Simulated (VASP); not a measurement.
A run of VASP 6.6.1 is set up as follows.

File INCAR:

```
ALGO = Normal
EDIFF = 1E-6
ENCUT = 500
GGA_COMPAT = F
ISIF = 2
ISMEAR = -1
LASPH = T
LCHARG = F
LREAL = F
LWAVE = F
NBANDS = 10
NELM = 120
PREC = Accurate
SIGMA = 0.08
```

KPOINTS

```
k-points
0
Gamma
  15 15 15
```

Contents of POSCAR:

```
Cl
1.0
    2.0725568879      0.0000000000      0.0000000000
    0.0000000000      2.0725568879      0.0000000000
    0.0000000000      0.0000000000      2.0725568879
Cl
1
Direct
    0.0000000000      0.0000000000      0.0000000000
```

Potentials or basis: VASP PAW LDA potentials, release 64 (Cl).

Command:

```bash
$ cat potpaw_LDA.64/Cl/POTCAR > POTCAR
$ mpirun -np 1 vasp_std > vasp.out
```

Predict the band gap on the k mesh.

zero (an odd number of electrons rules out a gap without spin polarisation).

What does it give for the pressure?

228.5 GPa.

Caveat: the cell stands under pressure; an odd number of electrons without spin polarisation forces a metal; a magnetic or distorted state may lie lower.
